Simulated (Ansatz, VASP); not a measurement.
## One calculation of Cd2Se5, two programs

```
Cd Se
1.0
     5.04397    0.00000    0.00000
    -2.52198    4.36820    0.00000
     0.00000    0.00000    8.61137
Cd Se
2 5
Direct
  0.33333 0.66667 0.50000
  0.66667 0.33333 0.50000
  0.33333 0.66667 0.14179
  0.66667 0.33333 0.14179
  0.66667 0.33333 0.85821
  0.33333 0.66667 0.85821
  0.00000 0.00000 0.50000
```

Alike in both runs: functional PBE; k mesh 4 × 4 × 2; occupations gaussian, width 0.2 eV; no spin polarisation.

Ansatz relaxed the structure, and its values are those at the end. VASP's run is a single point on that final structure, the one shown.

|  | VASP | Ansatz |
| --- | --- | --- |
| version | VASP 6.6.1 | Ansatz 0.2.0 |
| potentials or method | VASP PAW PBE potentials, release 64 (Cd, Se), cutoff 500 eV | scalar-relativistic, plane waves, PAW |
| valence electrons in the cell | 54 | 120 |

Ansatz gave:

* gap on the k mesh at the Fermi level (eV): none
* pressure (GPa): -0.2
* rms of the force components (eV/Å): 0.009

**Question.** Which values does VASP return?

**Answer.** gap on the k mesh at the Fermi level (eV): none; pressure (GPa): -0.1; rms of the force components (eV/Å): 0.012.

A gap of «none» marks a metal or a gap that the smearing closes. With one functional, cell and mesh, what is left measures potentials, basis and numerics. VASP's potentials hold 54 valence electrons a cell and Ansatz's 120, so a difference there can come from the potentials and not from the codes.

The k mesh is coarse, so the values compare programs but aren't converged.
